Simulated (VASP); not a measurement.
# BN in VASP: relaxation of the atoms with PBE+D3(BJ)

Aim: the relaxation of the atoms of BN with PBE+D3(BJ).

Program: VASP 6.6.1. These are calculated values, not measurements. Logs are shortened: lines on timing, memory, paths and dates and some standing lists are left out, and cuts for length are marked.

### 1 The cell of the first run

The cell holds a slab with vacuum, 4 atoms: a = 2.509 Å, b = 2.509 Å, c = 32.600 Å, α = 90.00°, β = 90.00°, γ = 120.00°.

### 2 Relaxation of the atoms, PBE+D3(BJ)

INCAR

```
SYSTEM = BN
ALGO = Normal
DIPOL = 0.5 0.5 0.500
EDIFF = 1E-6
EDIFFG = -0.01
ENCUT = 520
GGA = PE
IBRION = 2
IDIPOL = 3
ISIF = 2
ISMEAR = 0
IVDW = 12
LASPH = .TRUE.
LCHARG = .FALSE.
LDIPOL = .TRUE.
LREAL = .FALSE.
LWAVE = .FALSE.
NELM = 100
NSW = 70
PREC = Accurate
SIGMA = 0.02
```

KPOINTS

```
k-points
0
G
  12 12 1
  0 0 0
```

POSCAR

```
BN
1.0
    2.5087620658      0.0000000000      0.0000000000
   -1.2543810329      2.1726516810      0.0000000000
    0.0000000000      0.0000000000     32.6000000000
B N
2 2
Selective dynamics
Direct
    0.0000000000      0.0000000000      0.4493865031  F F T
    0.5000000000      0.0000000000      0.5506134969  F F T
    0.6666666667      0.3333333333      0.4493865031  T T T
    0.1666666667      0.3333333333      0.5506134969  T T T
```

Potentials or basis: VASP PAW PBE potentials, release 64 (B, N).

Command:

```
$ cat potpaw_PBE.64/B/POTCAR potpaw_PBE.64/N/POTCAR > POTCAR
$ mpirun -np 1 vasp_std > vasp.out
```

OUTCAR:

```text
SYSTEM = BN
   EDIFF = 1E-6
   EDIFFG = -0.01
   ENCUT = 520
   GGA = PE
   IBRION = 2
   ISIF = 2
   ISMEAR = 0
   IVDW = 12
   LASPH = .TRUE.
   LREAL = .FALSE.
   NELM = 100
   NSW = 70
   PREC = Accurate
 IVDW          = 12

 ion  position               nearest neighbor table
   1  0.000  0.000  0.449-   3 1.45   3 1.45   3 1.45
   2  0.500  0.000  0.551-   4 1.45   4 1.45   4 1.45
   3  0.667  0.333  0.449-   1 1.45   1 1.45   1 1.45
   4  0.167  0.333  0.551-   2 1.45   2 1.45   2 1.45

  LATTYP: Found a hexagonal cell.
 ALAT       =     2.5087620658
 C/A-ratio  =    12.9944566862

  Lattice vectors:

 A1 = (   2.5087620658,   0.0000000000,   0.0000000000)
 A2 = (  -1.2543810329,   2.1726516810,   0.0000000000)
 A3 = (   0.0000000000,   0.0000000000,  32.6000000000)

Analysis of symmetry for initial positions (statically):
=====================================================================
 Subroutine PRICEL returns:
 Original cell was already a primitive cell.

 Routine SETGRP: Setting up the symmetry group for a
 hexagonal supercell.

 Subroutine GETGRP returns: Found  4 space group operations
 (whereof  2 operations were pure point group operations)
 out of a pool of 24 trial point group operations.

The static configuration has the point symmetry C_1h.
 The point group associated with its full space group is C_2v.

Analysis of symmetry for dynamics (positions and initial velocities):
=====================================================================
 Subroutine PRICEL returns:
 Original cell was already a primitive cell.

 Routine SETGRP: Setting up the symmetry group for a
 hexagonal supercell.

 Subroutine GETGRP returns: Found  4 space group operations
 (whereof  2 operations were pure point group operations)
 out of a pool of 24 trial point group operations.

The dynamic configuration has the point symmetry C_1h.
 The point group associated with its full space group is C_2v.

Analysis of constrained symmetry for selective dynamics:
=====================================================================
 Subroutine PRICEL returns:
 Original cell was already a primitive cell.

 Routine SETGRP: Setting up the symmetry group for a
 hexagonal supercell.

 Subroutine GETGRP returns: Found  4 space group operations
 (whereof  2 operations were pure point group operations)
 out of a pool of 24 trial point group operations.

The constrained configuration has the point symmetry C_1h.
 The point group associated with its full space group is C_2v.

 Subroutine INISYM returns: Found  4 space group operations
 (whereof  2 operations are pure point group operations),
 and found     1 'primitive' translations

----------------------------------------------------------------------------------------

                                     Primitive cell

  volume of cell :     177.6917

  direct lattice vectors                    reciprocal lattice vectors
     2.508762066  0.000000000  0.000000000     0.398602966  0.230133530  0.000000000
    -1.254381033  2.172651681  0.000000000     0.000000000  0.460267059  0.000000000
     0.000000000  0.000000000 32.600000000     0.000000000  0.000000000  0.030674847

  length of vectors
     2.508762066  2.508762066 32.600000000     0.460267059  0.460267059  0.030674847

  position of ions in fractional coordinates (direct lattice)
     0.000000000  0.000000000  0.449386503
     0.500000000  0.000000000  0.550613497
     0.666666667  0.333333333  0.449386503
     0.166666667  0.333333333  0.550613497

  ion indices of the primitive-cell ions
   primitive index   ion index
                 1           1
                 2           2
                 3           3
                 4           4

----------------------------------------------------------------------------------------

 KPOINTS: k-points

Automatic generation of k-mesh.
 Grid dimensions read from file:
 generate k-points for:   12   12    1

 Generating k-lattice:
[... 41 lines left out ...]
 -0.083333  0.416667  0.000000      4.000000
 -0.416667  0.333333  0.000000      4.000000
 [... further k-points ...]
   k-points           NKPTS =     43   k-points in BZ     NKDIM =     43   number of bands    NBANDS=     12
   number of dos      NEDOS =    301   number of ions     NIONS =      4
   total plane-waves  NPLWV = 100000
   dimension x,y,z NGX =    20 NGY =   20 NGZ =  250
   dimension x,y,z NGXF=    40 NGYF=   40 NGZF=  500
   ions per type =               2   2
   NGX,Y,Z   is equivalent  to a cutoff of  13.25, 13.25, 12.75 a.u.
   NGXF,Y,Z  is equivalent  to a cutoff of  26.51, 26.51, 25.50 a.u.
 SYSTEM =  BN
   PREC   = accura    normal or accurate (medium, high low for compatibility)
   ISTART =      0    job   : 0-new  1-cont  2-samecut
   ICHARG =      2    charge: 1-file 2-atom 10-const
   ISPIN  =      1    spin polarized calculation?
   LNONCOLLINEAR =      F non collinear calculations
   LSORBIT =      F    spin-orbit coupling
   LASPH  =      T    aspherical Exc in radial PAW
   ENCUT  =  520.0 eV  38.22 Ry    6.18 a.u.   4.66  4.66 60.61*2*pi/ulx,y,z
   NELM   =    100;   NELMIN=  2; NELMDL= -5     # of ELM steps
   EDIFF  = 0.1E-05   stopping-criterion for ELM
   LREAL  =      F    real-space projection
   EDIFFG = -.1E-01   stopping-criterion for IOM
   NSW    =     70    number of steps for IOM
   IBRION =      2    ionic relax: 0-MD 1-quasi-New 2-CG
   NFREE  =      1    steps in history (QN), initial steepest desc. (CG)
   ISIF   =      2    stress and relaxation
   ISYM   =      2    0-nonsym 1-usesym 2-fastsym
   POTIM  = 0.5000    time-step for ionic-motion
   TEBEG  =    0.0;   TEEND  =   0.0 temperature during run
   PSTRESS=    0.0 pullay stress
   NELECT =      16.0000    total number of electrons
   NUPDOWN=      -1.0000    fix difference up-down
   EMIN   =  10.00;   EMAX   =-10.00  energy-range for DOS
   EFERMI =   0.00;   METHOD = LEGACY
   ISMEAR =     0;   SIGMA  =   0.02  broadening in eV -4-tet -1-fermi 0-gaus
   EFERMI_NEDOS =   21; number of points for ismear=-14 and -15
   IALGO  =     38    algorithm
   IMIX   =      4    mixing-type and parameters
     AMIX     =   0.40;   BMIX     =  1.00
     AMIX_MAG =   1.60;   BMIX_MAG =  1.00
  volume/ion in A,a.u.               =      44.42       299.78
  Fermi-wavevector in a.u.,A,eV,Ry     =   0.733769  1.386622  7.325598  0.538416
  Thomas-Fermi vector in A             =   1.826558
   LORBIT       =      0    0 simple, 1 ext, 2 COOP (PROOUT), +10 PAW based schemes
   GGA     = PE    functional components
   LHFCALC =     F    Hartree Fock is set to
   AEXX    =    0.0000 exact exchange contribution
   IVDW    =    12    specifies the selected vdW correction
   LEPSILON=     F    determine dielectric tensor
   LRPA    =     F    only Hartree local field effects (RPA)
 conjugate gradient relaxation of ions
 non-spin polarized calculation
 Gauss-broadening in eV      SIGMA  =   0.02
  energy-cutoff  :      520.00
  volume of cell :      177.69
 maximum number of plane-waves:      4825
   NGX =  9   NGY =  9   NGZ =121

--------------------------------------- Ionic step        1  -------------------------------------------

 number of electron      16.0000000 magnetization

 Free energy of the ion-electron system (eV)
  ---------------------------------------------------
  ext. energy  EPLUGINS =         0.00000000
  ---------------------------------------------------
  free energy    TOTEN  =       -35.17263816 eV

  energy without entropy =      -35.17263816  energy(sigma->0) =      -35.17263816

------------------------ aborting loop because EDIFF is reached ----------------------------------------

 Edisp (eV)   -0.42596

 E8    (eV) :    -0.1316
[... 111 lines left out ...]
  FREE ENERGIE OF THE ION-ELECTRON SYSTEM (eV)
  ---------------------------------------------------
  free  energy   TOTEN  =       -35.5986531979 eV

  energy  without entropy=      -35.5986531979  energy(sigma->0) =      -35.59865320

[... ionic steps 4 to 13 ...]

--------------------------------------- Ionic step       14  -------------------------------------------

 number of electron      15.9999998 magnetization

------------------------ aborting loop because EDIFF is reached ----------------------------------------
[... 37 lines left out ...]
--------------------------------------- Ionic step       15  -------------------------------------------

 number of electron      15.9999998 magnetization

 dipolmoment           0.000000      0.000000     -0.000000 electrons x Angstroem

------------------------ aborting loop because EDIFF is reached ----------------------------------------

 Edisp (eV)   -0.41812

 E8    (eV) :    -0.1288
[... 33 lines left out ...]
--------------------------------------- Ionic step       16  -------------------------------------------

 number of electron      15.9999998 magnetization

 dipolmoment           0.000000      0.000000      0.000000 electrons x Angstroem

 Free energy of the ion-electron system (eV)
  ---------------------------------------------------
  ext. energy  EPLUGINS =         0.00000000
  ---------------------------------------------------
  free energy    TOTEN  =       -35.18120523 eV

  energy without entropy =      -35.18120523  energy(sigma->0) =      -35.18120523

 E-fermi :  -3.9871     XC(G=0):  -2.3506

 val. band max:       -4.1236769706   @ k =   0.3333   0.3333   0.0000
 cond. band min:       0.0715588155   @ k =   0.0000   0.5000   0.0000
 fundamental gap:      4.1952357862
 Fermi energy:        -3.9870607072

 k-point     1 :       0.0000    0.0000    0.0000
  band No.  band energies     occupation
      1     -21.8856      2.00000
      2     -21.7591      2.00000
      3      -9.8738      2.00000
      4      -8.9217      2.00000
      5      -5.5379      2.00000
      6      -5.5299      2.00000
      7      -5.5243      2.00000
      8      -5.5212      2.00000
      9       0.5988      0.00000
     10       1.0794      0.00000
     11       1.6661      0.00000
     12       1.9519      0.00000
[... 331 lines left out ...]
 k-point    24 :      -0.4167    0.3333    0.0000
  band No.  band energies     occupation
      1     -19.4392      2.00000
      2     -19.3672      2.00000
      3     -11.7954      2.00000
      4     -11.7687      2.00000
      5      -8.3871      2.00000
      6      -8.3649      2.00000
      7      -6.3959      2.00000
      8      -5.7618      2.00000
      9       1.9465      0.00000
     10       2.1637      0.00000
     11       4.8251      0.00000
     12       5.5971      0.00000

 [... further k-points ...]

------------------------ aborting loop because EDIFF is reached ----------------------------------------

 vacuum level on the upper side and lower side of the slab       (xc-potential included)        -0.103        -0.103

 Edisp (eV)   -0.41841

 E8    (eV) :    -0.1289

  FORCE on cell =-STRESS in cart. coord.  units (eV):
  Direction    XX          YY          ZZ          XY          YZ          ZX
  --------------------------------------------------------------------------------------
  -------------------------------------------------------------------------------------
  Total      -0.03103    -0.12041    -0.03891     0.00000     0.00000     0.00000
  in kB      -0.27981    -1.08573    -0.35082     0.00000     0.00000     0.00000
  external pressure =       -0.57 kB  Pullay stress =        0.00 kB
[... 19 lines left out ...]
  FREE ENERGIE OF THE ION-ELECTRON SYSTEM (eV)
  ---------------------------------------------------
  free  energy   TOTEN  =       -35.5996200165 eV

  energy  without entropy=      -35.5996200165  energy(sigma->0) =      -35.59962002

 reached required accuracy - stopping structural energy minimisation

 vacuum level on the upper side and lower side of the slab         1.563         1.563
```

Wall time 8.2 min (1 thread of Intel Xeon Platinum 8488C (Sapphire Rapids), shared host); peak memory 0.36 GiB.

Results:

```
Free energy                : -35.5996 eV
Energy gained by relaxing  : 0.3 meV/atom
Ionic steps                : 16
Band gap on the k mesh     : 4.20 eV (least direct gap 4.43 eV)
Dispersion energy per atom : -0.105 eV
```

The path:
| step | energy change (eV) | largest force on free atoms (eV/Å) | pressure (GPa) |
| --- | --- | --- | --- |
| 1 | 0.0000 | 0.0335 | -0.04 |
| 2 | -0.0001 | 0.0198 | -0.04 |
| 3 | -0.0001 | 0.0189 | -0.04 |
| 4 | -0.0001 | 0.0201 | -0.04 |
| 5 | -0.0002 | 0.0260 | -0.04 |
| 6 | -0.0002 | 0.0780 | -0.04 |
| 7 | -0.0003 | 0.0776 | -0.04 |
| 8 | -0.0003 | 0.0771 | -0.04 |
| 9 | -0.0003 | 0.0764 | -0.04 |
| 10 | -0.0004 | 0.0750 | -0.04 |
| 11 | -0.0005 | 0.0708 | -0.05 |
| 12 | -0.0007 | 0.0634 | -0.05 |
| 13 | -0.0009 | 0.0489 | -0.05 |
| 14 | -0.0010 | 0.0456 | -0.06 |
| 15 | -0.0010 | 0.0401 | -0.06 |
| 16 | -0.0010 | 0.0023 | -0.06 |

Final structure:
```
B N
1.0
     2.50876    0.00000    0.00000
    -1.25438    2.17265    0.00000
     0.00000    0.00000   32.60000
B N
2 2
Direct
  0.00000 0.00000 0.44810
  0.50000 0.00000 0.55190
  0.66663 0.33326 0.44806
  0.16663 0.33326 0.55194
```
